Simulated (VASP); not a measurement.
# PbS (R3m) in VASP: further runs, part 2 of 2

VASP 6.6.1.

### 3 Single point, r2SCAN

This run uses another cell than the first one, of 25.20 Å³/atom.

POSCAR

```
PbS
1.0
    2.0134000000      1.1624370320      3.5889000000
   -2.0134000000      1.1624370320      3.5889000000
    0.0000000000     -2.3248740640      3.5889000000
Pb S
1 1
Direct
    0.9781509158      0.9781509158      0.9781509158
    0.4774504142      0.4774504142      0.4774504142
```

INCAR.step1

```
PREC = Accurate
ENCUT = 520
ISMEAR = 0
SIGMA = 0.05
LREAL = False
LASPH = True
NELM = 60
NBANDS = 17
GGA = PE
ALGO = Normal
EDIFF = 1E-4
LWAVE = True
LCHARG = False
```

INCAR.step2

```
PREC = Accurate
ENCUT = 520
EDIFF = 1E-6
ISMEAR = 0
SIGMA = 0.05
LREAL = False
LASPH = True
NELM = 60
ALGO = Normal
ISIF = 2
LWAVE = False
LCHARG = False
METAGGA = R2SCAN
LMIXTAU = True
NBANDS = 17
ISTART = 1
```

KPOINTS

```
Automatic mesh
0
Gamma
  9 9 9
```

Potentials or basis: VASP PAW PBE potentials, release 64 (Pb_d, S).

Started as:

```
$ cat potpaw_PBE.64/Pb_d/POTCAR potpaw_PBE.64/S/POTCAR > POTCAR
$ cp INCAR.step1 INCAR
$ mpirun -np 1 vasp_std > vasp.out
$ cp INCAR.step2 INCAR
$ mpirun -np 1 vasp_std > vasp.out
```

Wall time 81 s (1 thread of Intel Xeon 6975P-C (Granite Rapids), shared host); peak memory 0.23 GiB.

The run converged. Its results:

```yaml
Free_energy: -65.5449 eV
Pressure: 3.4 GPa
```

Stress tensor (GPa, compression positive):
```
4.73 0.00 0.00
0.00 4.73 0.00
0.00 0.00 0.78
```

Levels at points of the mesh, in eV from the Fermi level:
```
           k point  band 7  band 8  band 9  band 10  band 11  band 12  band 13  band 14
(0.00, 0.00, 0.00)   -6.45   -3.32   -2.58    -2.58     5.34     5.34     5.38     6.07
```

Caveat: this odd mesh misses L, so gap, dielectric constants and Born charges aren't listed; the cell stands under pressure; the PAW data sets were made with another functional, which shifts forces and pressure a little; spin-orbit coupling is left out, which moves the levels of the heavy elements.

### 4 Single point, r2SCAN

This run uses another cell than the first one, of 25.70 Å³/atom.

POSCAR

```
PbS
1.0
    2.2105500000      1.2762616375      3.0367666667
   -2.2105500000      1.2762616375      3.0367666667
    0.0000000000     -2.5525232751      3.0367666667
Pb S
1 1
Direct
    0.9781509158      0.9781509158      0.9781509158
    0.4774504142      0.4774504142      0.4774504142
```

INCAR.step1

```
SYSTEM = PbS
  PREC = Accurate
  ENCUT = 520
  ISMEAR = 0
  SIGMA = 0.05
  LREAL = .False.
  LASPH = .True.
  NELM = 80
  NBANDS = 17
  GGA = PE
  ALGO = Normal
  EDIFF = 1E-4
  LWAVE = .True.
  LCHARG = .False.
```

INCAR.step2

```
SYSTEM = PbS
  PREC = Accurate
  ENCUT = 520
  EDIFF = 1E-7
  ISMEAR = 0
  SIGMA = 0.05
  LREAL = .False.
  LASPH = .True.
  NELM = 80
  ALGO = Normal
  ISIF = 2
  LWAVE = .False.
  LCHARG = .True.
  METAGGA = R2SCAN
  LMIXTAU = .True.
  LELF = .True.
  LVHAR = .True.
  NBANDS = 17
  ISTART = 1
```

KPOINTS

```
Automatic mesh
0
Gamma
  9 9 9
  0 0 0
```

Potentials or basis: VASP PAW PBE potentials, release 64 (Pb_d, S).

Started as:

```
$ cat potpaw_PBE.64/Pb_d/POTCAR potpaw_PBE.64/S/POTCAR > POTCAR
$ cp INCAR.step1 INCAR
$ mpirun -np 1 vasp_std > vasp.out
$ cp INCAR.step2 INCAR
$ mpirun -np 1 vasp_std > vasp.out
```

OUTCAR:

```text
SYSTEM = PbS
   PREC = Accurate
   ENCUT = 520
   EDIFF = 1E-7
   ISMEAR = 0
   LREAL = .False.
   LASPH = .True.
   NELM = 80
   ISIF = 2
   METAGGA = R2SCAN
   ISTART = 1

 ion  position               nearest neighbor table
   1  0.978  0.978  0.978-   2 2.97   2 2.97   2 2.97   2 2.97   2 2.97   2 2.97
   2  0.477  0.477  0.477-   1 2.97   1 2.97   1 2.97   1 2.97   1 2.97   1 2.97

  LATTYP: Found a trigonal (rhomboedric) cell.
 ALAT       =     3.9670299794
 COS(alpha) =     0.3789883953

  Lattice vectors:

 A1 = (   2.2105500000,   1.2762616375,   3.0367666667)
 A2 = (  -2.2105500000,   1.2762616375,   3.0367666667)
 A3 = (   0.0000000000,  -2.5525232751,   3.0367666667)

Analysis of symmetry for initial positions (statically):
=====================================================================
 Subroutine PRICEL returns:
 Original cell was already a primitive cell.

 Routine SETGRP: Setting up the symmetry group for a
 trigonal (rhombohedral) supercell.

 Subroutine GETGRP returns: Found  6 space group operations
 (whereof  6 operations were pure point group operations)
 out of a pool of 12 trial point group operations.

The static configuration has the point symmetry C_3v.
[... 156 lines left out ...]
  ext. energy  EPLUGINS =         0.00000000
  ---------------------------------------------------
  free energy    TOTEN  =       -65.49531784 eV

  energy without entropy =      -65.49509613  energy(sigma->0) =      -65.49520699

 E-fermi :   5.8589     XC(G=0): -10.3448

 val. band max:        5.8427576387   @ k =   0.4444   0.0000   0.0000
 cond. band min:       6.1720596572   @ k =  -0.4444   0.4444   0.4444
 fundamental gap:      0.3293020185
 Fermi energy:         5.8589048658

 k-point     1 :       0.0000    0.0000    0.0000
  band No.  band energies     occupation
      1     -11.6977      2.00000
      2     -11.6977      2.00000
      3     -11.6688      2.00000
      4     -11.6119      2.00000
      5     -11.6119      2.00000
      6      -8.3826      2.00000
[... 457 lines left out ...]
      4     -11.6086      2.00000
      5     -11.5820      2.00000
      6      -6.6753      2.00000
[... 9 lines left out ...]
     16      17.4108      0.00000
     17      19.0441      0.00000

 [... further k-points ...]
[... 5 lines left out ...]
  --------------------------------------------------------------------------------------
  -------------------------------------------------------------------------------------
  Total       -0.0638777     -0.0638777      1.5022040      0.0000000     -0.0000000      0.0000000
  in kB       -1.9909337     -1.9909337     46.8205765      0.0000000     -0.0000000      0.0000000
  external PRESSURE =      14.2795697 kB  Pullay stress =       0.0000000 kB

 VOLUME and BASIS-vectors are now :
 -----------------------------------------------------------------------------
  energy-cutoff  :      520.00
  volume of cell :       51.40
      direct lattice vectors                 reciprocal lattice vectors
     2.210550000  1.276261637  3.036766667     0.226188053  0.130589733  0.109765869
    -2.210550000  1.276261637  3.036766667    -0.226188053  0.130589733  0.109765869
     0.000000000 -2.552523275  3.036766667     0.000000000 -0.261179466  0.109765869

 POSITION                                       TOTAL-FORCE (eV/Angst)
 -----------------------------------------------------------------------------------
      0.00000     -0.00000      8.91125         0.000000      0.000000     -0.006907
      0.00000     -0.00000      4.34972         0.000000     -0.000000      0.006907
 -----------------------------------------------------------------------------------
    total drift:                                0.000000      0.000000     -0.000066

  FREE ENERGIE OF THE ION-ELECTRON SYSTEM (eV)
  ---------------------------------------------------
  free  energy   TOTEN  =       -65.4953178445 eV

  energy  without entropy=      -65.4950961301  energy(sigma->0) =      -65.49520699
```

It took 2.1 min on 1 thread of Intel Xeon 6975P-C (Granite Rapids), shared host; peak memory 0.22 GiB.

Results:

```yaml
Free_energy: -65.4953 eV
Pressure: 1.4 GPa
Largest_force: 0.007 eV/Å
```

Forces in eV/Å, atoms in the order of the input:
```
Pb   0.000  0.000 -0.007
S    0.000  0.000  0.007
```

Caveat: this odd mesh misses L, so gap, dielectric constants and Born charges aren't listed; the PAW data sets were made with another functional, which shifts forces and pressure a little; spin-orbit coupling is left out, which moves the levels of the heavy elements.

### 5 Single point, r2SCAN

This run uses another cell than the first one, of 25.69 Å³/atom.

POSCAR

```
PbS
1.0
    2.1612500000      1.2477982693      3.1748000000
   -2.1612500000      1.2477982693      3.1748000000
    0.0000000000     -2.4955965386      3.1748000000
Pb S
1 1
Direct
    0.9781509158      0.9781509158      0.9781509158
    0.4774504142      0.4774504142      0.4774504142
```

INCAR.step1

```
SYSTEM = PbS
PREC = Accurate ; ENCUT = 520
ISMEAR = 0 ; SIGMA = 0.05
LREAL = .False. ; LASPH = .True.
NELM = 80 ; NBANDS = 17
GGA = PE ; ALGO = Normal
EDIFF = 1E-4 ; LWAVE = .True.
LCHARG = .False.
```

INCAR.step2

```
SYSTEM = PbS
PREC = Accurate ; ENCUT = 520
EDIFF = 1E-6 ; ISMEAR = 0
SIGMA = 0.05 ; LREAL = .False.
LASPH = .True. ; NELM = 80
ALGO = Normal ; ISIF = 2
LWAVE = .False. ; LCHARG = .False.
METAGGA = R2SCAN ; LMIXTAU = .True.
NBANDS = 17 ; ISTART = 1
```

KPOINTS is that of step 4.

Started as:

```
$ cat potpaw_PBE.64/Pb_d/POTCAR potpaw_PBE.64/S/POTCAR > POTCAR
$ cp INCAR.step1 INCAR
$ mpirun -np 1 vasp_std > vasp.out
$ cp INCAR.step2 INCAR
$ mpirun -np 1 vasp_std > vasp.out
```

Wall time 1.8 min (1 thread of Intel Xeon 6975P-C (Granite Rapids), shared host); peak memory 0.22 GiB.

The run converged. Its results:

```yaml
Free_energy: -65.5558 eV
Pressure: 2.0 GPa
Largest_force: 0.006 eV/Å
```

Forces on the atoms (eV/Å):
```
Pb   0.000  0.000 -0.006
S    0.000  0.000  0.006
```

Stress tensor (GPa, compression positive):
```
0.83 0.00 0.00
0.00 0.83 0.00
0.00 0.00 4.32
```

Levels at points of the mesh, in eV from the Fermi level:
```tsv
k point	band 6	band 7	band 8	band 9	band 10	band 11	band 12	band 13	band 14	band 15
(0.00, 0.00, 0.00)	-14.42	-6.27	-2.71	-2.71	-1.99	5.38	5.61	5.61	6.57	6.57
```

Caveat: this odd mesh misses L, so gap, dielectric constants and Born charges aren't listed; the PAW data sets were made with another functional, which shifts forces and pressure a little; spin-orbit coupling is left out, which moves the levels of the heavy elements.

### 6 Overview

| cell | pressure (GPa) | largest force (eV/Å) |
| --- | --- | --- |
| a = 4.363 Å, angles 53.5°, 2 atoms | 3.8 | - |
| a = 4.276 Å, angles 56.2°, 2 atoms | 3.4 | - |
| a = 3.967 Å, angles 67.7°, 2 atoms | 1.4 | 0.01 |
| a = 4.038 Å, angles 64.7°, 2 atoms | 2.0 | 0.01 |

Alike in all rows: task single point; level r2SCAN; potentials or basis VASP PAW PBE potentials, release 64 (Pb_d, S); no spin polarisation; k mesh 9 × 9 × 9; cutoff (eV) 520; smearing gaussian 0.05 eV.

Caveats: the PAW data sets were made with another functional, which shifts forces and pressure a little; spin-orbit coupling is left out, which moves the levels of the heavy elements; the stress differs along the axes, from -1 to 6 GPa (at least some runs); the cell stands under pressure (at least some runs).

Absolute energies hang on the potentials; compare differences alone.
